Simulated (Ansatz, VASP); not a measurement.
## Ba3SbS2 in VASP and in Ansatz

File INCAR:

```
PREC = Accurate ; ENCUT = 500
EDIFF = 1E-6 ; ISMEAR = 0
SIGMA = 0.1 ; LREAL = False
LASPH = True ; NELM = 120
ALGO = Normal ; ISIF = 2
LWAVE = False ; LCHARG = False
GGA = PE ; NBANDS = 38
GGA_COMPAT = False
```

KPOINTS

```
Automatic mesh
0
Gamma
  3 3 3
```

POSCAR

```
Ba3SbS2
1.0
    3.0534294700      1.7628983300      7.1840173900
   -3.0534294700      1.7628983300      7.1840173900
    0.0000000000     -3.5257966600      7.1840173900
Ba Sb S
3 1 2
Direct
    0.6860436700      0.6860436700      0.6860436700
    0.3139563300      0.3139563300      0.3139563300
    0.5000000000      0.5000000000      0.5000000000
    0.0000000000      0.0000000000      0.0000000000
    0.1966646300      0.1966646300      0.1966646300
    0.8033353700      0.8033353700      0.8033353700
```

Input for Ansatz:

```yaml
crystal:
  lattice:
    - [3.05342947, 1.76289833, 7.18401739]
    - [-3.05342947, 1.76289833, 7.18401739]
    - [0.0, -3.52579666, 7.18401739]
  atoms:
    - { symbol: Ba, position: [0.68604367, 0.68604367, 0.68604367] }
    - { symbol: Ba, position: [0.31395633, 0.31395633, 0.31395633] }
    - { symbol: Ba, position: [0.5, 0.5, 0.5] }
    - { symbol: Sb, position: [0.0, 0.0, 0.0] }
    - { symbol: S, position: [0.19666463, 0.19666463, 0.19666463] }
    - { symbol: S, position: [0.80333537, 0.80333537, 0.80333537] }
basis:
  ecutwfc: 420
kpoints:
  mp_grid: { grid: [3, 3, 3] }
hamiltonian:
  xc: pbe
scf:
  occupations: { method: gaussian, width: 0.1 }
  lower_state_search: "off"
output:
  forces: true
  stress: true
  eigenvalues: true
```

Alike in both runs: task single point; functional PBE; k mesh 3 × 3 × 3; occupations gaussian, width 0.1 eV; no spin polarisation.

|  | VASP | Ansatz |
| --- | --- | --- |
| version | VASP 6.6.1 | Ansatz 0.2.0 |
| potentials or method | VASP PAW PBE potentials, release 64 (Ba_sv, Sb_d_GW, S), cutoff 500 eV | scalar-relativistic, plane waves, PAW |
| valence electrons in the cell | 57 | 57 |

```csv
,VASP,Ansatz,Ansatz less VASP
gap on the k mesh at the Fermi level (eV),none,none,-
pressure (GPa),1.8,1.1,-0.68
"traceless stress, the component that is largest in VASP (GPa)",6.70,5.98,-0.717
rms of the force components (eV/Å),0.818,0.639,-0.1784
```

Atom by atom the forces differ by 0.179 eV/Å (rms over components). A gap of «none» marks a metal or a gap that the smearing closes. With one functional, cell and mesh, what is left measures potentials, basis and numerics.

The k mesh is coarse, so the values compare programs but aren't converged. Neither program's run includes spin-orbit coupling.
